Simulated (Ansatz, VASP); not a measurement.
This is a calculation of As for Ansatz 0.2.0.

input.yaml

```yaml
crystal:
  lattice:
    - [2.7567085743, 0.0, 0.0]
    - [0.0, 2.7567085743, 0.0]
    - [0.0, 0.0, 2.7567085743]
  atoms:
    - { symbol: As, position: [0.5, 0.5, 0.5] }
kpoints:
  mp_grid: { grid: [10, 10, 10] }
scf:
  occupations: { method: fermi_dirac, width: 0.05 }
hamiltonian:
  xc: lda
  pseudopotentials: { kind: all_electron, lapw: { basis_error: 0.001 } }
output:
  forces: true
  stress: true
  eigenvalues: true
```

Potentials or basis: all-electron LAPW, scalar-relativistic.

Run with:

```bash
$ ansatz run input.yaml --threads 1 --pin off --max-ram 3072MiB --backend cpu --events-out ev --progress --plain --runs-dir out
```

Question: Set up the same calculation for VASP 6.6.1. Potentials there: VASP PAW LDA potentials, release 64 (As).

Answer: As run (the cutoff follows the program's own potentials):

Contents of INCAR:

```
ALGO = Normal ; EDIFF = 1E-7
ENCUT = 520 ; GGA = CA
ISIF = 2 ; ISMEAR = -1
LASPH = T ; LCHARG = T
LELF = T ; LREAL = F
LVHAR = T ; LWAVE = F
NBANDS = 8 ; NELM = 60
PREC = Accurate ; SIGMA = 0.05
```

File KPOINTS:

```
k-points
0
Gamma
  10 10 10
```

POSCAR

```
As
1.0
    2.7567085743      0.0000000000      0.0000000000
    0.0000000000      2.7567085743      0.0000000000
    0.0000000000      0.0000000000      2.7567085743
As
1
Direct
    0.5000000000      0.5000000000      0.5000000000
```

Potentials or basis: VASP PAW LDA potentials, release 64 (As).

Run with:

```bash
$ cat potpaw_LDA.64/As/POTCAR > POTCAR
$ mpirun -np 1 vasp_std > vasp.out
```

Both were run:

|  | VASP | Ansatz | Ansatz less VASP |
| --- | --- | --- | --- |
| gap on the k mesh at the Fermi level (eV) | none | none | - |
| pressure (GPa) | -7.1 | -7.3 | -0.20 |

LDA's correlation is that of Perdew and Zunger in VASP and of Perdew and Wang (1992) in Ansatz. A gap of «none» marks a metal or a gap that the smearing closes. Ansatz ran all-electron here, and VASP with PAW potentials.
